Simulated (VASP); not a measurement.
# SrTiO3 in VASP: single point with PBE

Aim: the single point of SrTiO3 with PBE.

Everything below comes from runs of VASP 6.6.1. Logs are shortened: lines on timing, memory, paths and dates and some standing lists are left out, and cuts for length are marked.

### Step 1. The cell of the first run

The cell holds a slab with vacuum, 10 atoms: a = 3.868 Å, b = 3.868 Å, c = 30.602 Å, α = 90.00°, β = 90.00°, γ = 90.00°.

### Step 2. Single point, PBE

INCAR reads:

```
  ALGO = Normal
  DIPOL = 0.5 0.5 0.651
  EDIFF = 1E-6
  ENCUT = 520
  GGA = PE
  IDIPOL = 3
  ISIF = 2
  ISMEAR = 0
  LASPH = T
  LCHARG = F
  LDIPOL = T
  LREAL = F
  LWAVE = F
  NBANDS = 51
  NELM = 60
  PREC = Accurate
  SIGMA = 0.05
```

KPOINTS reads:

```
k-points
0
Gamma
  7 7 1
```

POSCAR reads:

```
SrTiO3
1.0
    3.8677060746      0.0000000000      0.0000000000
    0.0000000000      3.8677060746      0.0000000000
    0.0000000000      0.0000000000     30.6016081968
Ti O Sr
2 6 2
Direct
    0.0000000000      0.0000000000      0.5628205097
    0.0000000000      0.0000000000      0.6927179040
    0.5000000000      0.0000000000      0.5607868217
    0.0000000000      0.5000000000      0.5592553449
    0.0000000000      0.0000000000      0.6247429827
    0.5000000000      0.0000000000      0.6908417580
    0.0000000000      0.5000000000      0.6907474527
    0.0000000000      0.0000000000      0.7555647184
    0.5000000000      0.5000000000      0.6198677427
    0.5000000000      0.5000000000      0.7485075839
```

Potentials or basis: VASP PAW PBE potentials, release 64 (Ti_sv, O, Sr_sv).

Launch:

```
$ cat potpaw_PBE.64/Ti_sv/POTCAR potpaw_PBE.64/O/POTCAR potpaw_PBE.64/Sr_sv/POTCAR > POTCAR
$ mpirun -np 1 vasp_std > vasp.out
```

OUTCAR:

```text
EDIFF = 1E-6
   ENCUT = 520
   GGA = PE
   ISIF = 2
   ISMEAR = 0
   LASPH = T
   LREAL = F
   NELM = 60
   PREC = Accurate

 ion  position               nearest neighbor table
   1  0.000  0.000  0.563-   5 1.89   3 1.93   3 1.93   4 1.94   4 1.94   9 3.24   9 3.24   9 3.24
                             9 3.24
   2  0.000  0.000  0.693-   8 1.92   6 1.93   6 1.93   7 1.93   7 1.93   5 2.08  10 3.22  10 3.22
                            10 3.22  10 3.22   9 3.53   9 3.53   9 3.53   9 3.53
   3  0.500  0.000  0.561-   1 1.93   1 1.93   9 2.65   9 2.65
   4  0.000  0.500  0.559-   1 1.94   1 1.94   9 2.68   9 2.68
   5  0.000  0.000  0.625-   1 1.89   2 2.08   9 2.74   9 2.74   9 2.74   9 2.74
   6  0.500  0.000  0.691-   2 1.93   2 1.93  10 2.62  10 2.62   9 2.91   9 2.91
   7  0.000  0.500  0.691-   2 1.93   2 1.93  10 2.62  10 2.62   9 2.91   9 2.91
   8  0.000  0.000  0.756-   2 1.92  10 2.74  10 2.74  10 2.74  10 2.74
   9  0.500  0.500  0.620-   3 2.65   3 2.65   4 2.68   4 2.68   5 2.74   5 2.74   5 2.74   5 2.74
                             7 2.91   7 2.91   6 2.91   6 2.91   1 3.24   1 3.24   1 3.24   1 3.24
  10  0.500  0.500  0.749-   6 2.62   6 2.62   7 2.62   7 2.62   8 2.74   8 2.74   8 2.74   8 2.74
                             2 3.22   2 3.22   2 3.22   2 3.22   9 3.94

  LATTYP: Found a simple tetragonal cell.
 ALAT       =     3.8677060746
 C/A-ratio  =     7.9120821506

  Lattice vectors:

 A1 = (   3.8677060746,   0.0000000000,   0.0000000000)
 A2 = (   0.0000000000,   3.8677060746,   0.0000000000)
 A3 = (   0.0000000000,   0.0000000000,  30.6016081968)

Analysis of symmetry for initial positions (statically):
=====================================================================
 Subroutine PRICEL returns:
 Original cell was already a primitive cell.

 Routine SETGRP: Setting up the symmetry group for a
 simple tetragonal supercell.

 Subroutine GETGRP returns: Found  4 space group operations
 (whereof  4 operations were pure point group operations)
 out of a pool of 16 trial point group operations.

The static configuration has the point symmetry C_2v.

Analysis of symmetry for dynamics (positions and initial velocities):
=====================================================================
 Subroutine PRICEL returns:
 Original cell was already a primitive cell.

 Routine SETGRP: Setting up the symmetry group for a
 simple tetragonal supercell.

 Subroutine GETGRP returns: Found  4 space group operations
 (whereof  4 operations were pure point group operations)
 out of a pool of 16 trial point group operations.

The dynamic configuration has the point symmetry C_2v.

 Subroutine INISYM returns: Found  4 space group operations
 (whereof  4 operations are pure point group operations),
 and found     1 'primitive' translations

----------------------------------------------------------------------------------------

                                     Primitive cell

  volume of cell :     457.7741

  direct lattice vectors                    reciprocal lattice vectors
     3.867706075  0.000000000  0.000000000     0.258551188  0.000000000  0.000000000
     0.000000000  3.867706075  0.000000000     0.000000000  0.258551188  0.000000000
     0.000000000  0.000000000 30.601608197     0.000000000  0.000000000  0.032678021

  length of vectors
     3.867706075  3.867706075 30.601608197     0.258551188  0.258551188  0.032678021

  position of ions in fractional coordinates (direct lattice)
     0.000000000  0.000000000  0.562820510
     0.000000000  0.000000000  0.692717904
     0.500000000  0.000000000  0.560786822
     0.000000000  0.500000000  0.559255345
     0.000000000  0.000000000  0.624742983
     0.500000000  0.000000000  0.690841758
     0.000000000  0.500000000  0.690747453
     0.000000000  0.000000000  0.755564718
     0.500000000  0.500000000  0.619867743
     0.500000000  0.500000000  0.748507584

  ion indices of the primitive-cell ions
   primitive index   ion index
                 1           1
                 2           2
                 3           3
                 4           4
                 5           5
                 6           6
                 7           7
                 8           8
                 9           9
                10          10

----------------------------------------------------------------------------------------

 KPOINTS: k-points

Automatic generation of k-mesh.
 Grid dimensions read from file:
 generate k-points for:    7    7    1

 Generating k-lattice:

  Cartesian coordinates                     Fractional coordinates (reciprocal lattice)
     0.036935884  0.000000000  0.000000000     0.142857143  0.000000000  0.000000000
     0.000000000  0.036935884  0.000000000     0.000000000  0.142857143  0.000000000
     0.000000000  0.000000000  0.032678021     0.000000000  0.000000000  1.000000000

  Length of vectors
     0.036935884  0.036935884  0.032678021

  Shift w.r.t. Gamma in fractional coordinates (k-lattice)
     0.000000000  0.000000000  0.000000000

 Subroutine IBZKPT returns following result:
 ===========================================

 Found     16 irreducible k-points:

 Following reciprocal coordinates:
            Coordinates               Weight
  0.000000  0.000000  0.000000      1.000000
  0.142857  0.000000  0.000000      2.000000
  0.000000  0.142857  0.000000      2.000000
  0.285714  0.000000  0.000000      2.000000
  0.000000  0.285714  0.000000      2.000000
  0.428571  0.000000  0.000000      2.000000
[... 8 lines left out ...]
 -0.285714  0.428571  0.000000      4.000000
  0.428571  0.428571  0.000000      4.000000
   k-points           NKPTS =     16   k-points in BZ     NKDIM =     16   number of bands    NBANDS=     51
   number of dos      NEDOS =    301   number of ions     NIONS =     10
   total plane-waves  NPLWV = 216000
   dimension x,y,z NGX =    30 NGY =   30 NGZ =  240
   dimension x,y,z NGXF=    60 NGYF=   60 NGZF=  480
   ions per type =               2   6   2
   NGX,Y,Z   is equivalent  to a cutoff of  12.89, 12.89, 13.04 a.u.
   NGXF,Y,Z  is equivalent  to a cutoff of  25.79, 25.79, 26.08 a.u.
 SYSTEM =  unknown system
   PREC   = accura    normal or accurate (medium, high low for compatibility)
   ISTART =      0    job   : 0-new  1-cont  2-samecut
   ICHARG =      2    charge: 1-file 2-atom 10-const
   ISPIN  =      1    spin polarized calculation?
   LNONCOLLINEAR =      F non collinear calculations
   LSORBIT =      F    spin-orbit coupling
   LASPH  =      T    aspherical Exc in radial PAW
   ENCUT  =  520.0 eV  38.22 Ry    6.18 a.u.   7.19  7.19 56.90*2*pi/ulx,y,z
   NELM   =     60;   NELMIN=  2; NELMDL= -5     # of ELM steps
   EDIFF  = 0.1E-05   stopping-criterion for ELM
   LREAL  =      F    real-space projection
   EDIFFG = 0.1E-04   stopping-criterion for IOM
   NSW    =      0    number of steps for IOM
   IBRION =     -1    ionic relax: 0-MD 1-quasi-New 2-CG
   NFREE  =      0    steps in history (QN), initial steepest desc. (CG)
   ISIF   =      2    stress and relaxation
   ISYM   =      2    0-nonsym 1-usesym 2-fastsym
   POTIM  = 0.5000    time-step for ionic-motion
   TEBEG  =    0.0;   TEEND  =   0.0 temperature during run
   PSTRESS=    0.0 pullay stress
   NELECT =      80.0000    total number of electrons
   NUPDOWN=      -1.0000    fix difference up-down
   EMIN   =  10.00;   EMAX   =-10.00  energy-range for DOS
   EFERMI =   0.00;   METHOD = LEGACY
   ISMEAR =     0;   SIGMA  =   0.05  broadening in eV -4-tet -1-fermi 0-gaus
   EFERMI_NEDOS =   21; number of points for ismear=-14 and -15
   IALGO  =     38    algorithm
   IMIX   =      4    mixing-type and parameters
     AMIX     =   0.40;   BMIX     =  1.00
     AMIX_MAG =   1.60;   BMIX_MAG =  1.00
  volume/ion in A,a.u.               =      45.78       308.92
  Fermi-wavevector in a.u.,A,eV,Ry     =   0.915281  1.729630 11.398135  0.837739
  Thomas-Fermi vector in A             =   2.040004
   LORBIT       =      0    0 simple, 1 ext, 2 COOP (PROOUT), +10 PAW based schemes
   GGA     = PE    functional components
   LHFCALC =     F    Hartree Fock is set to
   AEXX    =    0.0000 exact exchange contribution
   IVDW    =     0    specifies the selected vdW correction
   LEPSILON=     F    determine dielectric tensor
   LRPA    =     F    only Hartree local field effects (RPA)
 non-spin polarized calculation
 Gauss-broadening in eV      SIGMA  =   0.05
  energy-cutoff  :      520.00
  volume of cell :      457.77
 maximum number of plane-waves:     12356
 NGX is ok and might be reduce to    30
   NGX = 15   NGY = 15   NGZ =113

 dipolmoment           0.000000      0.000000      0.015046 electrons x Angstroem

 number of electron      80.0000032 magnetization

 dipolmoment           0.000000      0.000000     -0.210859 electrons x Angstroem

 Free energy of the ion-electron system (eV)
  ---------------------------------------------------
  ext. energy  EPLUGINS =         0.00000000
  ---------------------------------------------------
  free energy    TOTEN  =       -78.35766078 eV

  energy without entropy =      -78.35766078  energy(sigma->0) =      -78.35766078

 E-fermi :  -1.2874     XC(G=0):  -3.4022

 val. band max:       -1.6987414473   @ k =   0.4286   0.4286   0.0000
 cond. band min:      -0.7504702161   @ k =   0.0000   0.0000   0.0000
 fundamental gap:      0.9482712312
 Fermi energy:        -1.2873725893

 k-point     1 :       0.0000    0.0000    0.0000
  band No.  band energies     occupation
      1     -59.0446      2.00000
      2     -58.6434      2.00000
      3     -36.0822      2.00000
      4     -35.3258      2.00000
      5     -35.3247      2.00000
      6     -35.2819      2.00000
[... 43 lines left out ...]
     50       1.7938      0.00000
     51       2.1550      0.00000

 k-point     2 :       0.1429    0.0000    0.0000
  band No.  band energies     occupation
      1     -59.0442      2.00000
      2     -58.6431      2.00000
      3     -36.0788      2.00000
      4     -35.3395      2.00000
      5     -35.3252      2.00000
      6     -35.2801      2.00000
[... 43 lines left out ...]
     50       2.1850      0.00000
     51       2.3455      0.00000

 k-point     3 :       0.0000    0.1429    0.0000
  band No.  band energies     occupation
      1     -59.0442      2.00000
      2     -58.6431      2.00000
      3     -36.0788      2.00000
      4     -35.3406      2.00000
      5     -35.3241      2.00000
      6     -35.2801      2.00000
[... 43 lines left out ...]
     50       2.1842      0.00000
     51       2.3445      0.00000
[... 595 lines left out ...]
 k-point    15 :      -0.2857    0.4286    0.0000
  band No.  band energies     occupation
      1     -59.0417      2.00000
      2     -58.6408      2.00000
      3     -36.0459      2.00000
      4     -35.3982      2.00000
      5     -35.3720      2.00000
      6     -35.2756      2.00000
[... 43 lines left out ...]
     50       3.8494      0.00000
     51       4.0677      0.00000

 k-point    16 :       0.4286    0.4286    0.0000
  band No.  band energies     occupation
      1     -59.0411      2.00000
      2     -58.6402      2.00000
      3     -36.0346      2.00000
      4     -35.4011      2.00000
      5     -35.3995      2.00000
      6     -35.2744      2.00000
[... 43 lines left out ...]
     50       3.7373      0.00000
     51       4.0924      0.00000

------------------------ aborting loop because EDIFF is reached ----------------------------------------

 vacuum level on the upper side and lower side of the slab       (xc-potential included)        -1.261         1.247

  FORCE on cell =-STRESS in cart. coord.  units (eV):
  Direction    XX          YY          ZZ          XY          YZ          ZX
  --------------------------------------------------------------------------------------
  -------------------------------------------------------------------------------------
  Total        2.0367770      1.5907881     -0.5055909      0.0000000      0.0000000      0.0000000
  in kB        7.1285779      5.5676477     -1.7695328      0.0000000      0.0000000      0.0000000
  external PRESSURE =       3.6422309 kB  Pullay stress =       0.0000000 kB

 VOLUME and BASIS-vectors are now :
 -----------------------------------------------------------------------------
  energy-cutoff  :      520.00
  volume of cell :      457.77
      direct lattice vectors                 reciprocal lattice vectors
     3.867706075  0.000000000  0.000000000     0.258551188  0.000000000  0.000000000
     0.000000000  3.867706075  0.000000000     0.000000000  0.258551188  0.000000000
     0.000000000  0.000000000 30.601608197     0.000000000  0.000000000  0.032678021

 POSITION                                       TOTAL-FORCE (eV/Angst)
 -----------------------------------------------------------------------------------
      0.00000      0.00000     17.22321         0.000000      0.000000      0.664034
      0.00000      0.00000     21.19828         0.000000      0.000000     -0.026122
      1.93385      0.00000     17.16098         0.000000      0.000000     -0.185115
      0.00000      1.93385     17.11411         0.000000      0.000000     -0.106992
      0.00000      0.00000     19.11814         0.000000      0.000000     -0.348037
      1.93385      0.00000     21.14087         0.000000      0.000000     -0.001119
      0.00000      1.93385     21.13798         0.000000      0.000000     -0.000981
      0.00000      0.00000     23.12150         0.000000      0.000000      0.042851
      1.93385      1.93385     18.96895         0.000000      0.000000     -0.087747
      1.93385      1.93385     22.90554         0.000000      0.000000      0.049229
 -----------------------------------------------------------------------------------
    total drift:                                0.000000      0.000000      0.000625

  FREE ENERGIE OF THE ION-ELECTRON SYSTEM (eV)
  ---------------------------------------------------
  free  energy   TOTEN  =       -78.3576607780 eV

  energy  without entropy=      -78.3576607780  energy(sigma->0) =      -78.35766078

 vacuum level on the upper side and lower side of the slab         0.933         3.534
```

It took 16 min on 1 thread of Intel Xeon Platinum 8259CL at 2.50GHz (Skylake/Cascade Lake), shared host; peak memory 0.7 GiB.

Results:

| Item | Value |
| --- | --- |
| Free energy | -78.3577 eV |
| Largest force | 0.664 eV/Å |
| Band gap on the k mesh | 0.95 eV (least direct gap 1.57 eV) |

Forces in eV/Å, atoms in the order of the input:
```
Ti   0.000  0.000  0.664
Ti   0.000  0.000 -0.026
O    0.000  0.000 -0.185
O    0.000  0.000 -0.107
O    0.000  0.000 -0.348
O    0.000  0.000 -0.001
O    0.000  0.000 -0.001
O    0.000  0.000  0.043
Sr   0.000  0.000 -0.088
Sr   0.000  0.000  0.049
```

Levels at points of the mesh, in eV from the valence-band top:
| k point | band 38 | band 39 | band 40 | band 41 | band 42 | band 43 |
| --- | --- | --- | --- | --- | --- | --- |
| (0.00, 0.00, 0.00) | -1.50 | -0.70 | -0.62 | 0.95 | 1.59 | 1.61 |
